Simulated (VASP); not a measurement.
# Si16H8Cl in VASP: single point with PBE+D3(BJ)

Aim: the single point of Si16H8Cl with PBE+D3(BJ).

All numbers are computed with VASP 6.6.1; they aren't measurements. Logs are shortened: lines on timing, memory, paths and dates and some standing lists are left out, and cuts for length are marked.

### 1 The cell of the first run

The cell holds a slab with vacuum, 25 atoms: a = 7.679 Å, b = 7.679 Å, c = 17.869 Å, α = 90.00°, β = 90.00°, γ = 60.00°.

### 2 Single point, PBE+D3(BJ), collinear spin

Input file INCAR:

```
PREC     = Accurate       # precision mode
ENCUT    = 520            # plane-wave cutoff, eV
EDIFF    = 1E-6           # SCF threshold, eV
ISMEAR   = -1             # smearing method
SIGMA    = 0.02           # smearing width, eV
LREAL    = Auto         
LASPH    = True           # aspherical terms in the spheres
NELM     = 150            # most SCF steps
ALGO     = Normal         # electronic algorithm
ISIF     = 2              # what is computed and relaxed
LWAVE    = False          # write WAVECAR
LCHARG   = False          # write CHGCAR
ISPIN    = 2              # spin polarisation
MAGMOM   = 0 0 0 0 0 0 0 0 0 0 0 0 0 0 0 0 0 0 0 0 0.19 0 0 0 0 # initial moments
LORBIT   = 11             # projections on sites
GGA      = PE             # functional
IVDW     = 12             # dispersion correction
NBANDS   = 62             # bands
```

Input file KPOINTS:

```
regular mesh
0
Gamma
  2 2 1
```

Input file POSCAR:

```
Si16H8Cl
1.0
    7.6791800000      0.0000000000      0.0000000000
    3.8395900000      6.6503650000      0.0000000000
    0.0000000000      0.0000000000     17.8687650000
H Si Cl
8 16 1
Direct
    0.1666666792      0.1666666416      0.0559635767
    0.6666666792      0.1666666416      0.0559635767
    0.1666666416      0.6666667168      0.0559635767
    0.6666666416      0.6666667168      0.0559635767
    0.4981898786     -0.0021194325      0.4404566852
   -0.0001259853      0.4998993288      0.4408367338
    0.4967914901      0.5077486724      0.4389430383
    0.5453921893      0.3409382793      0.5091939482
    0.1666666792      0.1666666416      0.1399089417
    0.6666666792      0.1666666416      0.1399089417
    0.1666666416      0.6666667168      0.1399089417
    0.6666666416      0.6666667168      0.1399089417
   -0.1668629267      0.3336313120      0.1822312286
    0.3333494632      0.3333271181      0.1824307947
   -0.1668207214      0.8331825396      0.1822922849
    0.3334439470      0.8332186278      0.1818026596
   -0.1666018705      0.3339546025      0.3137219052
    0.3325252108      0.3323407061      0.3137324824
   -0.1682147737      0.8327445185      0.3137196667
    0.3320465379      0.8347192974      0.3129607446
   -0.0013995691     -0.0000660114      0.3519113940
    0.4990326135     -0.0005399704      0.3565661085
   -0.0000839416      0.5001241285      0.3567973500
    0.4986701085      0.5009189721      0.3543830254
    0.5888761404      0.2140814827      0.5639451300
```

Potentials or basis: VASP PAW PBE potentials, release 64 (H, Si, Cl).

Started as:

```console
cat potpaw_PBE.64/H/POTCAR potpaw_PBE.64/Si/POTCAR potpaw_PBE.64/Cl/POTCAR > POTCAR
mpirun -np 1 vasp_std > vasp.out
```

OUTCAR:

```text
PREC = Accurate
   ENCUT = 520
   EDIFF = 1E-6
   ISMEAR = -1
   LREAL = Auto
   LASPH = True
   NELM = 150
   ISIF = 2
   ISPIN = 2
   LORBIT = 11
   GGA = PE
   IVDW = 12
 IVDW          = 12

 ion  position               nearest neighbor table
   1  0.167  0.167  0.056-   9 1.50
   2  0.667  0.167  0.056-  10 1.50
   3  0.167  0.667  0.056-  11 1.50
   4  0.667  0.667  0.056-  12 1.50
   5  0.498  0.998  0.440-  22 1.50
   6  1.000  0.500  0.441-  23 1.50
   7  0.497  0.508  0.439-  24 1.51
   8  0.545  0.341  0.509-  25 1.30
   9  0.167  0.167  0.140-   1 1.50  16 2.34  14 2.34  13 2.34
  10  0.667  0.167  0.140-   2 1.50  13 2.34  14 2.34  15 2.34
  11  0.167  0.667  0.140-   3 1.50  16 2.34  14 2.34  15 2.34
  12  0.667  0.667  0.140-   4 1.50  16 2.34  13 2.34  15 2.34
  13  0.833  0.334  0.182-  12 2.34  10 2.34   9 2.34  17 2.35
  14  0.333  0.333  0.182-  10 2.34  11 2.34   9 2.34  18 2.35
  15  0.833  0.833  0.182-  12 2.34  10 2.34  11 2.34  19 2.35
  16  0.333  0.833  0.182-  12 2.34  11 2.34   9 2.34  20 2.34
  17  0.833  0.334  0.314-  21 2.32  24 2.34  23 2.34  13 2.35
  18  0.333  0.332  0.314-  24 2.34  23 2.34  22 2.34  14 2.35
  19  0.832  0.833  0.314-  21 2.32  22 2.34  23 2.34  15 2.35
  20  0.332  0.835  0.313-  21 2.32  22 2.34  24 2.34  16 2.34
  21  0.999  1.000  0.352-  19 2.32  17 2.32  20 2.32
  22  0.499  0.999  0.357-   5 1.50  20 2.34  19 2.34  18 2.34
  23  1.000  0.500  0.357-   6 1.50  18 2.34  19 2.34  17 2.34
  24  0.499  0.501  0.354-   7 1.51  20 2.34  18 2.34  17 2.34
  25  0.589  0.214  0.564-   8 1.30

  LATTYP: Found a hexagonal cell.
 ALAT       =     7.6791800344
 C/A-ratio  =     2.3269105451

  Lattice vectors:

 A1 = (  -3.8395900000,  -6.6503650000,   0.0000000000)
 A2 = (   7.6791800000,   0.0000000000,   0.0000000000)
 A3 = (   0.0000000000,   0.0000000000,  17.8687650000)

Analysis of symmetry for initial positions (statically):
=====================================================================
 Subroutine PRICEL returns:
 Original cell was already a primitive cell.

 Routine SETGRP: Setting up the symmetry group for a
 hexagonal supercell.

 Subroutine GETGRP returns: Found  1 space group operations
 (whereof  1 operations were pure point group operations)
 out of a pool of 24 trial point group operations.

The static configuration has the point symmetry C_1 .

Analysis of symmetry for dynamics (positions and initial velocities):
=====================================================================
 Subroutine PRICEL returns:
 Original cell was already a primitive cell.

 Routine SETGRP: Setting up the symmetry group for a
 hexagonal supercell.

 Subroutine GETGRP returns: Found  1 space group operations
 (whereof  1 operations were pure point group operations)
[... 185 lines left out ...]
  free energy    TOTEN  =      -113.97594332 eV

  energy without entropy =     -113.97594332  energy(sigma->0) =     -113.97594332

 E-fermi :  -0.6717     XC(G=0):  -4.7196

 val. band max:       -1.0453342169   @ k =   0.0000   0.0000   0.0000
 cond. band min:      -0.3214586552   @ k =   0.0000   0.0000   0.0000
 fundamental gap:      0.7238755618
 Fermi energy:        -0.6716867756

 spin component 1

 k-point     1 :       0.0000    0.0000    0.0000
  band No.  band energies     occupation
      1     -16.8766      1.00000
      2     -12.3561      1.00000
      3     -11.2230      1.00000
      4     -10.1766      1.00000
      5     -10.1666      1.00000
      6     -10.1415      1.00000
[... 205 lines left out ...]
     50       2.7941      0.00000
     51       2.9080      0.00000
 Fermi energy:        -0.6716867756

 spin component 2

 k-point     1 :       0.0000    0.0000    0.0000
  band No.  band energies     occupation
      1     -16.8741      1.00000
      2     -12.3132      1.00000
      3     -11.1916      1.00000
      4     -10.1439      1.00000
      5     -10.1335      1.00000
      6     -10.0859      1.00000
[... 205 lines left out ...]
     50       2.8245      0.00000
     51       2.9696      0.00000
 [bands above 51 left out]

------------------------ aborting loop because EDIFF is reached ----------------------------------------

 Edisp (eV)   -4.03650

 E8    (eV) :    -1.6765

  FORCE on cell =-STRESS in cart. coord.  units (eV):
  Direction    XX          YY          ZZ          XY          YZ          ZX
  --------------------------------------------------------------------------------------
  -------------------------------------------------------------------------------------
  Total       2.64527     2.67193    -0.15004     0.07704     0.00477     0.17248
  in kB       4.64436     4.69117    -0.26342     0.13527     0.00837     0.30282
  external pressure =        3.02 kB  Pullay stress =        0.00 kB

 VOLUME and BASIS-vectors are now :
 -----------------------------------------------------------------------------
  energy-cutoff  :      520.00
  volume of cell :      912.55
      direct lattice vectors                 reciprocal lattice vectors
     7.679180000  0.000000000  0.000000000     0.130222237 -0.075183843  0.000000000
     3.839590000  6.650365000  0.000000000     0.000000000  0.150367687  0.000000000
     0.000000000  0.000000000 17.868765000     0.000000000  0.000000000  0.055963577

 POSITION                                       TOTAL-FORCE (eV/Angst)
 -----------------------------------------------------------------------------------
      1.91979      1.10839      1.00000        -0.002990      0.008875     -0.034040
      5.75938      1.10839      1.00000         0.000746      0.001113     -0.031334
      3.83959      4.43358      1.00000        -0.008067     -0.004630     -0.033823
      7.67918      4.43358      1.00000         0.001024     -0.003846     -0.067628
      7.65714      6.63627      7.87042        -0.001143      0.000038     -0.005995
      9.59762      3.32451      7.87721        -0.000220     -0.000551     -0.007247
[... 17 lines left out ...]
      5.75270      3.33129      6.33239         0.001920      0.003999     -0.000437
      5.34407      1.42372     10.07700         0.025700      0.055234     -0.072112
 -----------------------------------------------------------------------------------
    total drift:                                0.007867     -0.001276     -0.012586

  FREE ENERGIE OF THE ION-ELECTRON SYSTEM (eV)
  ---------------------------------------------------
  free  energy   TOTEN  =      -118.0124392187 eV

  energy  without entropy=     -118.0124392138  energy(sigma->0) =     -118.01243922

 total charge

# of ion       s       p       d       tot
------------------------------------------
    1        0.558   0.014   0.000   0.572
    2        0.558   0.014   0.000   0.572
    3        0.558   0.014   0.000   0.572
    4        0.558   0.014   0.000   0.572
    5        0.555   0.014   0.000   0.569
    6        0.557   0.014   0.000   0.570
[... 17 lines left out ...]
   24        0.738   0.972   0.000   1.710
   25        1.599   3.552   0.000   5.151
--------------------------------------------------
tot         17.887  19.193   0.000  37.079

 magnetization (x)

# of ion       s       p       d       tot
------------------------------------------
    1        0.001  -0.000   0.000   0.001
    2        0.001  -0.000   0.000   0.001
    3        0.001  -0.000   0.000   0.001
    4        0.007   0.000   0.000   0.007
    5       -0.000   0.000   0.000  -0.000
    6       -0.000   0.000   0.000  -0.000
[... 17 lines left out ...]
   24        0.001   0.001   0.000   0.002
   25        0.000   0.002   0.000   0.002
--------------------------------------------------
tot          0.064   0.275   0.000   0.338
```

OSZICAR:

```text
N       E                     dE             d eps       ncg     rms          rms(c)
DAV:   1     0.347761109877E+03    0.34776E+03   -0.25686E+04   992   0.938E+02
DAV:   2    -0.738165548819E+02   -0.42158E+03   -0.40149E+03  1362   0.174E+02
[... 18 lines left out ...]
DAV:  21    -0.113975817290E+03   -0.53719E-04   -0.28561E-06  1192   0.531E-03    0.572E-03
DAV:  22    -0.113975888382E+03   -0.71091E-04   -0.32568E-06  1076   0.534E-03    0.256E-03
DAV:  23    -0.113975926771E+03   -0.38389E-04   -0.21884E-06  1104   0.381E-03    0.247E-03
DAV:  24    -0.113975937033E+03   -0.10263E-04   -0.73296E-07  1042   0.176E-03    0.112E-03
DAV:  25    -0.113975941005E+03   -0.39719E-05   -0.28621E-07   904   0.111E-03    0.403E-04
DAV:  26    -0.113975942573E+03   -0.15680E-05   -0.10452E-07   872   0.629E-04    0.322E-04
DAV:  27    -0.113975943320E+03   -0.74697E-06   -0.59047E-08   848   0.462E-04
   1 F= -.11801244E+03 E0= -.11801244E+03  d E =-.484853E-08  mag=     1.0000
```

stdout:

```text
POSCAR found type information on POSCAR H SiCl
 POSCAR found :  3 types and      25 ions
 scaLAPACK will be used
 LDA part: xc-table for (Slater+PW92), standard interpolation
 POSCAR, INCAR and KPOINTS ok, starting setup
 FFT: planning ... GRIDC
 FFT: planning ... GRID_SOFT
 FFT: planning ... GRID
 WAVECAR not read
 entering main loop
```

Wall time 46 min (1 thread of Intel Xeon 8259CL, shared host); peak memory 1.4 GiB.

What came out:

| Quantity | Value |
| --- | --- |
| Free energy | -118.0124 eV |
| Largest force | 0.101 eV/Å |
| Band gap on the k mesh | 0.72 eV |
| Net moment | 1.00 μB per cell |
| Site moments | H +0.00, +0.01, -0.00 (each value once); Si -0.00, +0.03, +0.02, +0.00, +0.24 (each value once); Cl +0.00 μB |
| Valence electrons inside the program's atomic spheres | H 0.57, 0.58 (each value once); Si 1.72, 1.71, 1.67 (each value once); Cl 5.15 |
| Dispersion energy per atom | -0.161 eV |

Forces on the atoms (eV/Å):
```
H   -0.003  0.009 -0.034
H    0.001  0.001 -0.031
H   -0.008 -0.005 -0.034
H    0.001 -0.004 -0.068
H   -0.001  0.000 -0.006
H    0.000 -0.001 -0.007
H    0.000  0.001 -0.012
H   -0.006 -0.068  0.075
Si  -0.003  0.013  0.067
Si  -0.001 -0.009  0.098
Si  -0.022 -0.003  0.073
Si   0.012  0.001 -0.054
Si   0.002 -0.002  0.003
Si  -0.003 -0.002  0.000
Si   0.000  0.001  0.003
Si   0.001  0.004  0.006
Si  -0.003  0.001 -0.003
Si   0.003  0.002 -0.003
Si   0.001  0.001 -0.002
Si   0.001 -0.003 -0.004
Si   0.001  0.000  0.001
Si   0.003  0.000  0.004
Si  -0.001  0.002  0.002
Si   0.002  0.004  0.000
Cl   0.026  0.055 -0.072
```

Levels at points of the mesh, in eV from the valence-band top:
Spin up:
```tsv
k point	band 36	band 37	band 38	band 39	band 40	band 41	band 42	band 43	band 44	band 45
(0.00, 0.00, 0.00)	-0.68	-0.67	-0.18	-0.03	-0.03	1.35	1.37	1.39	1.99	2.24
(0.50, 0.00, 0.00)	-1.66	-1.64	-0.81	-0.80	-0.03	1.84	1.92	2.65	2.65	2.92
(0.50, 0.50, 0.00)	-1.68	-1.62	-0.82	-0.78	-0.02	1.86	1.90	2.64	2.67	3.00
(0.00, 0.50, 0.00)	-1.66	-1.64	-0.81	-0.80	-0.02	1.84	1.92	2.65	2.66	2.92
```
Spin down:
```csv
k point,band 35,band 36,band 37,band 38,band 39,band 40,band 41,band 42,band 43,band 44
"(0.00, 0.00, 0.00)",-1.32,-0.64,-0.64,0.00,0.00,0.72,1.39,1.41,1.43,2.05
"(0.50, 0.00, 0.00)",-1.66,-1.63,-1.60,-0.79,-0.76,0.91,1.86,2.02,2.67,2.70
"(0.50, 0.50, 0.00)",-1.65,-1.62,-1.61,-0.78,-0.77,0.91,1.89,1.99,2.68,2.69
"(0.00, 0.50, 0.00)",-1.68,-1.63,-1.60,-0.79,-0.76,0.91,1.86,2.01,2.67,2.70
```

Caveat: the k points lie up to 0.47 Å⁻¹ apart; there is no dipole correction, which matters where the two faces differ.
